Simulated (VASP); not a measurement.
A run of VASP 6.6.1 is set up as follows.

The input INCAR:

```
SYSTEM = SrCl2
PREC = Accurate
ENCUT = 520
EDIFF = 1E-6
ISMEAR = 0
SIGMA = 0.05
LREAL = .FALSE.
LASPH = .TRUE.
NELM = 100
ALGO = Normal
ISIF = 2
LWAVE = .FALSE.
LCHARG = .FALSE.
GGA = PE
NBANDS = 19
```

KPOINTS

```
Automatic mesh
0
G
  6 6 6
  0 0 0
```

The input POSCAR:

```
SrCl2
1.0
    1.3628735433      4.2833168504      4.2833168504
    4.2833168504      1.3628735433      4.2833168504
    4.2833168504      4.2833168504      1.3628735433
Sr Cl
1 2
Direct
    0.0000000000      0.0000000000      0.0000000000
    0.2500000000      0.2500000000      0.2500000000
    0.7500000000      0.7500000000      0.7500000000
```

Potentials or basis: VASP PAW PBE potentials, release 64 (Sr_sv, Cl).

Command:

```sh
$ cat potpaw_PBE.64/Sr_sv/POTCAR potpaw_PBE.64/Cl/POTCAR > POTCAR
$ mpirun -np 1 vasp_std > vasp.out
```

Question: Predict the pressure.

Answer: 6.7 GPa.

Question: What does it give for the largest force?

Answer: 0.569 eV/Å.

Question: Predict the band gap on the k mesh.

Answer: 5.48 eV, indirect (least direct gap 5.88 eV).

Forces in eV/Å, atoms in the order of the input:
```
Sr   0.000  0.000  0.000
Cl  -0.328 -0.328 -0.328
Cl   0.328  0.328  0.328
```

 A k mesh can miss the band edges.
